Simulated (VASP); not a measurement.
A run of VASP 6.6.1:

Contents of POSCAR:

```
TiO3
1.0
    3.3119204885      0.0000000000      0.0000000000
    0.0000000000      3.3119204885      0.0000000000
    0.0000000000      0.0000000000      3.3119204885
Ti O
1 3
Direct
    0.0000000000      0.0000000000      0.0000000000
    0.0000000000      0.5000000000      0.5000000000
    0.5000000000      0.0000000000      0.5000000000
    0.5000000000      0.5000000000      0.0000000000
```

The input INCAR.step1:

```
ALGO = Normal
EDIFF = 1E-4
ENCUT = 600
GGA = PE
ISMEAR = 0
LASPH = T
LCHARG = F
LREAL = F
LWAVE = T
NELM = 60
PREC = Accurate
SIGMA = 0.1
```

Contents of INCAR.step2:

```
ALGO = Normal
EDIFF = 1E-6
EDIFFG = -0.04
ENCUT = 600
IBRION = 2
ISIF = 3
ISMEAR = 0
ISTART = 1
LASPH = T
LCHARG = F
LMIXTAU = T
LREAL = F
LWAVE = F
METAGGA = R2SCAN
NELM = 60
NSW = 90
PREC = Accurate
SIGMA = 0.1
```

The input KPOINTS:

```
k-points
0
Gamma
  6 6 6
```

Potentials or basis: VASP PAW PBE potentials, release 64 (Ti_sv, O).

The run is started by

```bash
$ cat potpaw_PBE.64/Ti_sv/POTCAR potpaw_PBE.64/O/POTCAR > POTCAR
$ cp INCAR.step1 INCAR
$ mpirun -np 1 vasp_std > vasp.out
$ cp INCAR.step2 INCAR
$ mpirun -np 1 vasp_std > vasp.out
```

Hardware: 1 thread of Intel(R) Xeon(R) 6975P-C (Granite Rapids), on a shared host.

Task: Estimate the wall time of this run.

Result: It took 83 s on 1 thread of Intel(R) Xeon(R) 6975P-C (Granite Rapids), with other jobs on the host, peak memory 0.18 GiB. Counts: k points 20, ion steps 3.
